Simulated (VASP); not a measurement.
Input of a VASP 6.6.1 run:

INCAR

```
ALGO = Normal
EDIFF = 1E-6
ENCUT = 600
GGA = PE
GGA_COMPAT = F
ISIF = 2
ISMEAR = 0
LASPH = T
LCHARG = T
LELF = T
LREAL = F
LVHAR = T
LWAVE = F
NBANDS = 11
NELM = 120
PREC = Accurate
SIGMA = 0.1
```

The input KPOINTS:

```
k-points
0
Gamma
  8 8 8
```

Contents of POSCAR:

```
BN
1.0
    0.0000000000      1.8075000000      1.8075000000
    1.8075000000      0.0000000000      1.8075000000
    1.8075000000      1.8075000000      0.0000000000
B N
1 1
Direct
    0.0000000000      0.0000000000      0.0000000000
    0.2500000000      0.2500000000      0.2500000000
```

Potentials or basis: VASP PAW PBE potentials, release 64 (B, N).

Launch:

```console
$ cat potpaw_PBE.64/B/POTCAR potpaw_PBE.64/N/POTCAR > POTCAR
$ mpirun -np 1 vasp_std > vasp.out
```

Problem. Estimate the pressure.

Solution. 3.0 GPa.

Problem. Predict the band gap on the k mesh.

Solution. 4.46 eV, indirect (least direct gap 8.82 eV).

A k mesh can miss the band edges.
